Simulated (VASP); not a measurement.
# InP (I4/mmm) in VASP: notebook

Runs on InP. Level: PBE. Tasks: single point.

Everything below comes from runs of VASP 6.6.1. Logs are shortened: lines on timing, memory, paths and dates and some standing lists are left out, and cuts for length are marked.

## Step 1: The cell of the first run

The structure is tetragonal, space group I4/mmm (No. 139). Conventional cell: a = 4.035 Å, b = 4.035 Å, c = 5.374 Å, α = 90.00°, β = 90.00°, γ = 90.00°. Within 3.5 Å of In (site symmetry 4/mmm) lie 6 P at 2.69 to 2.85 Å. P (site symmetry 4/mmm) has 6 In at 2.69 to 2.85 Å within 3.5 Å.

## Step 2: Single point, PBE (strain +0.030 along x and y, -0.030 along z)

INCAR

```
SYSTEM = InP
PREC = Accurate
ENCUT = 520
EDIFF = 1E-6
ISMEAR = 0
SIGMA = 0.15
LREAL = .FALSE.
LASPH = .TRUE.
NELM = 60
ALGO = Normal
ISIF = 2
LWAVE = .FALSE.
LCHARG = .FALSE.
GGA = PE
NBANDS = 16
```

KPOINTS

```
regular mesh
0
G
  18 18 18
  0 0 0
```

POSCAR

```
InP
1.0
    0.0000000000      2.8532652270      2.6870556022
    2.8532652270      0.0000000000      2.6870556022
    2.8532652270      2.8532652270      0.0000000000
In P
1 1
Direct
    0.0000000000      0.0000000000      0.0000000000
    0.5000000000      0.5000000000      0.5000000000
```

Potentials or basis: VASP PAW PBE potentials, release 64 (In_d, P).

The run is started by

```
$ cat potpaw_PBE.64/In_d/POTCAR potpaw_PBE.64/P/POTCAR > POTCAR
$ mpirun -np 1 vasp_std > vasp.out
```

OUTCAR:

```text
SYSTEM = InP
   PREC = Accurate
   ENCUT = 520
   EDIFF = 1E-6
   ISMEAR = 0
   LREAL = .FALSE.
   LASPH = .TRUE.
   NELM = 60
   ISIF = 2
   GGA = PE

 ion  position               nearest neighbor table
   1  0.000  0.000  0.000-   2 2.69   2 2.69   2 2.85   2 2.85   2 2.85   2 2.85
   2  0.500  0.500  0.500-   1 2.69   1 2.69   1 2.85   1 2.85   1 2.85   1 2.85

  LATTYP: Found a body centered tetragonal cell.
 ALAT       =     4.0351263811
 C/A-ratio  =     1.3318321898

  Lattice vectors:

 A1 = (   0.0000000000,  -2.8532652270,  -2.6870556022)
 A2 = (   0.0000000000,   2.8532652270,  -2.6870556022)
 A3 = (   2.8532652270,   0.0000000000,   2.6870556022)

Analysis of symmetry for initial positions (statically):
=====================================================================
 Subroutine PRICEL returns:
 Original cell was already a primitive cell.

 Routine SETGRP: Setting up the symmetry group for a
 body centered tetragonal supercell.

 Subroutine GETGRP returns: Found 16 space group operations
 (whereof 16 operations were pure point group operations)
 out of a pool of 16 trial point group operations.

The static configuration has the point symmetry D_4h.

Analysis of symmetry for dynamics (positions and initial velocities):
=====================================================================
 Subroutine PRICEL returns:
 Original cell was already a primitive cell.

 Routine SETGRP: Setting up the symmetry group for a
 body centered tetragonal supercell.

 Subroutine GETGRP returns: Found 16 space group operations
 (whereof 16 operations were pure point group operations)
 out of a pool of 16 trial point group operations.

The dynamic configuration has the point symmetry D_4h.

 Subroutine INISYM returns: Found 16 space group operations
 (whereof 16 operations are pure point group operations),
 and found     1 'primitive' translations

----------------------------------------------------------------------------------------

                                     Primitive cell

  volume of cell :      43.7513

  direct lattice vectors                    reciprocal lattice vectors
     0.000000000  2.853265227  2.687055602    -0.175237828  0.175237828  0.186077281
     2.853265227  0.000000000  2.687055602     0.175237828 -0.175237828  0.186077281
     2.853265227  2.853265227  0.000000000     0.175237828  0.175237828 -0.186077281

  length of vectors
     3.919360951  3.919360951  4.035126381     0.309905384  0.309905384  0.309905384

  position of ions in fractional coordinates (direct lattice)
     0.000000000  0.000000000  0.000000000
     0.500000000  0.500000000  0.500000000

  ion indices of the primitive-cell ions
   primitive index   ion index
                 1           1
                 2           2

----------------------------------------------------------------------------------------

 KPOINTS: regular mesh

Automatic generation of k-mesh.
 Grid dimensions read from file:
 generate k-points for:   18   18   18

 Generating k-lattice:

  Cartesian coordinates                     Fractional coordinates (reciprocal lattice)
    -0.009735435  0.009735435  0.010337627     0.055555556  0.000000000  0.000000000
     0.009735435 -0.009735435  0.010337627     0.000000000  0.055555556  0.000000000
     0.009735435  0.009735435 -0.010337627    -0.000000000 -0.000000000  0.055555556

  Length of vectors
     0.017216966  0.017216966  0.017216966

  Shift w.r.t. Gamma in fractional coordinates (k-lattice)
     0.000000000  0.000000000  0.000000000

 Subroutine IBZKPT returns following result:
 ===========================================

 Found    480 irreducible k-points:

 Following reciprocal coordinates:
            Coordinates               Weight
  0.000000  0.000000  0.000000      1.000000
  0.055556 -0.000000  0.000000      8.000000
  0.111111 -0.000000  0.000000      8.000000
  0.166667 -0.000000  0.000000      8.000000
  0.222222 -0.000000  0.000000      8.000000
  0.277778 -0.000000  0.000000      8.000000
[... 16 lines left out ...]
 -0.277778  0.055556  0.000000      8.000000
 -0.222222  0.055556  0.000000      8.000000
 [... further k-points ...]
   k-points           NKPTS =    480   k-points in BZ     NKDIM =    480   number of bands    NBANDS=     16
   number of dos      NEDOS =    301   number of ions     NIONS =      2
   total plane-waves  NPLWV =  27000
   dimension x,y,z NGX =    30 NGY =   30 NGZ =   30
   dimension x,y,z NGXF=    60 NGYF=   60 NGZF=   60
   ions per type =               1   1
   NGX,Y,Z   is equivalent  to a cutoff of  12.72, 12.72, 12.36 a.u.
   NGXF,Y,Z  is equivalent  to a cutoff of  25.45, 25.45, 24.72 a.u.
 SYSTEM =  InP
   PREC   = accura    normal or accurate (medium, high low for compatibility)
   ISTART =      0    job   : 0-new  1-cont  2-samecut
   ICHARG =      2    charge: 1-file 2-atom 10-const
   ISPIN  =      1    spin polarized calculation?
   LNONCOLLINEAR =      F non collinear calculations
   LSORBIT =      F    spin-orbit coupling
   LASPH  =      T    aspherical Exc in radial PAW
   ENCUT  =  520.0 eV  38.22 Ry    6.18 a.u.   7.29  7.29  7.50*2*pi/ulx,y,z
   NELM   =     60;   NELMIN=  2; NELMDL= -5     # of ELM steps
   EDIFF  = 0.1E-05   stopping-criterion for ELM
   LREAL  =      F    real-space projection
   EDIFFG = 0.1E-04   stopping-criterion for IOM
   NSW    =      0    number of steps for IOM
   IBRION =     -1    ionic relax: 0-MD 1-quasi-New 2-CG
   NFREE  =      0    steps in history (QN), initial steepest desc. (CG)
   ISIF   =      2    stress and relaxation
   ISYM   =      2    0-nonsym 1-usesym 2-fastsym
   POTIM  = 0.5000    time-step for ionic-motion
   TEBEG  =    0.0;   TEEND  =   0.0 temperature during run
   PSTRESS=    0.0 pullay stress
   NELECT =      18.0000    total number of electrons
   NUPDOWN=      -1.0000    fix difference up-down
   EMIN   =  10.00;   EMAX   =-10.00  energy-range for DOS
   EFERMI =   0.00;   METHOD = LEGACY
   ISMEAR =     0;   SIGMA  =   0.15  broadening in eV -4-tet -1-fermi 0-gaus
   EFERMI_NEDOS =   21; number of points for ismear=-14 and -15
   IALGO  =     38    algorithm
   IMIX   =      4    mixing-type and parameters
     AMIX     =   0.40;   BMIX     =  1.00
     AMIX_MAG =   1.60;   BMIX_MAG =  1.00
  volume/ion in A,a.u.               =      21.88       147.62
  Fermi-wavevector in a.u.,A,eV,Ry     =   1.217593  2.300916 20.171071  1.482532
  Thomas-Fermi vector in A             =   2.352908
   LORBIT       =      0    0 simple, 1 ext, 2 COOP (PROOUT), +10 PAW based schemes
   GGA     = PE    functional components
   LHFCALC =     F    Hartree Fock is set to
   AEXX    =    0.0000 exact exchange contribution
   IVDW    =     0    specifies the selected vdW correction
   LEPSILON=     F    determine dielectric tensor
   LRPA    =     F    only Hartree local field effects (RPA)
 non-spin polarized calculation
 Gauss-broadening in eV      SIGMA  =   0.15
  energy-cutoff  :      520.00
  volume of cell :       43.75
 maximum number of plane-waves:      1198
 NGX is ok and might be reduce to    30
   NGX = 15   NGY = 15   NGZ = 15

 number of electron      18.0000001 magnetization

 Free energy of the ion-electron system (eV)
  ---------------------------------------------------
  ext. energy  EPLUGINS =         0.00000000
  ---------------------------------------------------
  free energy    TOTEN  =        -7.88047180 eV

  energy without entropy =       -7.86591883  energy(sigma->0) =       -7.87319531

 E-fermi :   6.6766     XC(G=0): -10.2533

 val. band max:        6.6755320566   @ k =  -0.3333   0.0000   0.1667
 cond. band min:       6.6807016104   @ k =   0.5000  -0.0000   0.0000
 fundamental gap:      0.0051695538
 Fermi energy:         6.6765722195

 k-point     1 :       0.0000    0.0000    0.0000
  band No.  band energies     occupation
      1      -7.5433      2.00000
      2      -7.5161      2.00000
      3      -7.5102      2.00000
      4      -7.5102      2.00000
      5      -7.4840      2.00000
      6      -5.1185      2.00000
[... 8 lines left out ...]
     15      14.3898      0.00000
     16      16.0083      0.00000

 k-point     2 :       0.0556   -0.0000    0.0000
  band No.  band energies     occupation
      1      -7.5444      2.00000
      2      -7.5170      2.00000
      3      -7.5094      2.00000
      4      -7.5081      2.00000
      5      -7.4834      2.00000
      6      -5.0819      2.00000
[... 8 lines left out ...]
     15      14.4801      0.00000
     16      15.8155      0.00000

 k-point     3 :       0.1111   -0.0000    0.0000
  band No.  band energies     occupation
      1      -7.5480      2.00000
      2      -7.5211      2.00000
      3      -7.5073      2.00000
      4      -7.5008      2.00000
      5      -7.4810      2.00000
      6      -4.9724      2.00000
[... 8 lines left out ...]
     15      14.4646      0.00000
     16      15.3769      0.00000

 k-point     4 :       0.1667   -0.0000    0.0000
  band No.  band energies     occupation
      1      -7.5542      2.00000
      2      -7.5278      2.00000
      3      -7.5051      2.00000
      4      -7.4889      2.00000
      5      -7.4760      2.00000
      6      -4.7921      2.00000
[... 8 lines left out ...]
     15      14.6339      0.00000
     16      15.1376      0.00000
[... 324 lines left out ...]
 k-point    22 :      -0.3333    0.0556    0.0000
  band No.  band energies     occupation
      1      -7.5903      2.00000
      2      -7.5556      2.00000
      3      -7.5055      2.00000
      4      -7.4444      2.00000
      5      -7.4439      2.00000
      6      -3.7576      2.00000
[... 8 lines left out ...]
     15      16.1640      0.00000
     16      17.1153      0.00000

 k-point    23 :      -0.2778    0.0556    0.0000
  band No.  band energies     occupation
      1      -7.5812      2.00000
      2      -7.5484      2.00000
      3      -7.5049      2.00000
      4      -7.4589      2.00000
      5      -7.4526      2.00000
      6      -4.1044      2.00000
[... 8 lines left out ...]
     15      15.5485      0.00000
     16      16.5050      0.00000

 k-point    24 :      -0.2222    0.0556    0.0000
  band No.  band energies     occupation
      1      -7.5711      2.00000
      2      -7.5400      2.00000
      3      -7.5053      2.00000
      4      -7.4746      2.00000
      5      -7.4613      2.00000
      6      -4.4212      2.00000
[... 8 lines left out ...]
     15      15.5292      0.00000
     16      15.9534      0.00000

 [... further k-points ...]
[... 5 lines left out ...]
  --------------------------------------------------------------------------------------
  -------------------------------------------------------------------------------------
  Total       -0.9803421     -0.9803421      0.7200029      0.0000000      0.0000000      0.0000000
  in kB      -35.9002366    -35.9002366     26.3665865      0.0000000      0.0000000      0.0000000
  external PRESSURE =     -15.1446289 kB  Pullay stress =       0.0000000 kB

 VOLUME and BASIS-vectors are now :
 -----------------------------------------------------------------------------
  energy-cutoff  :      520.00
  volume of cell :       43.75
      direct lattice vectors                 reciprocal lattice vectors
     0.000000000  2.853265227  2.687055602    -0.175237828  0.175237828  0.186077281
     2.853265227  0.000000000  2.687055602     0.175237828 -0.175237828  0.186077281
     2.853265227  2.853265227  0.000000000     0.175237828  0.175237828 -0.186077281

 POSITION                                       TOTAL-FORCE (eV/Angst)
 -----------------------------------------------------------------------------------
      0.00000      0.00000      0.00000         0.000000     -0.000000      0.000000
      2.85327      2.85327      2.68706        -0.000000      0.000000     -0.000000
 -----------------------------------------------------------------------------------
    total drift:                               -0.000000      0.000000      0.000000

  FREE ENERGIE OF THE ION-ELECTRON SYSTEM (eV)
  ---------------------------------------------------
  free  energy   TOTEN  =        -7.8804717966 eV

  energy  without entropy=       -7.8659188265  energy(sigma->0) =       -7.87319531
```

Run time: 8.2 min. Hardware: 1 thread of Intel Xeon 8259CL, shared host; peak memory 0.43 GiB.

What came out:

```
Free energy            : -7.8805 eV
Pressure               : -1.5 GPa
Band gap on the k mesh : zero (bands 9 and 10 overlap by 2.69 eV)
```

Levels at points of the mesh, in eV from the Fermi level:
```
           k point  band 7  band 8  band 9  band 10  band 11  band 12
(0.00, 0.00, 0.00)   -0.65   -0.08   -0.08     0.32     6.98     6.98
(0.50, 0.00, 0.00)   -6.49    0.00    0.24     2.36     3.17     3.80
(0.50, 0.50, 0.00)   -4.77   -2.87   -2.40    -2.40     3.73     9.42
(0.50, 0.00, 0.50)   -4.76   -2.50   -2.32    -1.81     4.01     8.85
```

Caveat: the cell differs from its parent crystal (strain +0.030 along x and y, -0.030 along z); the stress differs along the axes, from -4 to 3 GPa; spin-orbit coupling is left out, which moves the levels of the heavy elements.

## Step 3: Single point, PBE (strain +0.030 along x and y, -0.015 along z)

INCAR

```
SYSTEM = InP
ALGO = Normal
EDIFF = 1E-7
ENCUT = 520
GGA = PE
ISIF = 2
ISMEAR = 0
LASPH = .TRUE.
LCHARG = .FALSE.
LREAL = .FALSE.
LWAVE = .FALSE.
NBANDS = 16
NELM = 60
PREC = Accurate
SIGMA = 0.15
```

KPOINTS

```
k-points
0
G
  18 18 18
  0 0 0
```

POSCAR

```
InP
1.0
    0.0000000000      2.8532652270      2.7286080084
    2.8532652270      0.0000000000      2.7286080084
    2.8532652270      2.8532652270      0.0000000000
In P
1 1
Direct
    0.0000000000      0.0000000000      0.0000000000
    0.5000000000      0.5000000000      0.5000000000
```

Potentials or basis: VASP PAW PBE potentials, release 64 (In_d, P).

The run is started by

```
$ cat potpaw_PBE.64/In_d/POTCAR potpaw_PBE.64/P/POTCAR > POTCAR
$ mpirun -np 1 vasp_std > vasp.out
```

Run time: 8.7 min. Hardware: 1 thread of Intel Xeon 8259CL, shared host; peak memory 0.44 GiB.

Results (log left out):

- Free energy: -7.8864 eV
- Pressure: -2.7 GPa
- Band gap on the k mesh: zero (bands 9 and 10 overlap by 2.59 eV)

Stress tensor (GPa, compression positive):
```
-4.08  0.00  0.00
 0.00 -4.08  0.00
 0.00  0.00  0.14
```

Levels at points of the mesh, in eV from the Fermi level:
```tsv
k point	band 7	band 8	band 9	band 10	band 11	band 12
(0.00, 0.00, 0.00)	-0.54	-0.12	-0.12	0.19	7.00	7.00
(0.50, 0.00, 0.00)	-6.40	0.04	0.21	2.40	3.24	3.67
(0.50, 0.50, 0.00)	-4.68	-2.80	-2.31	-2.31	3.81	9.34
(0.50, 0.00, 0.50)	-4.67	-2.40	-2.39	-1.87	4.01	8.92
```

Caveat: the cell differs from its parent crystal (strain +0.030 along x and y, -0.015 along z); spin-orbit coupling is left out, which moves the levels of the heavy elements.
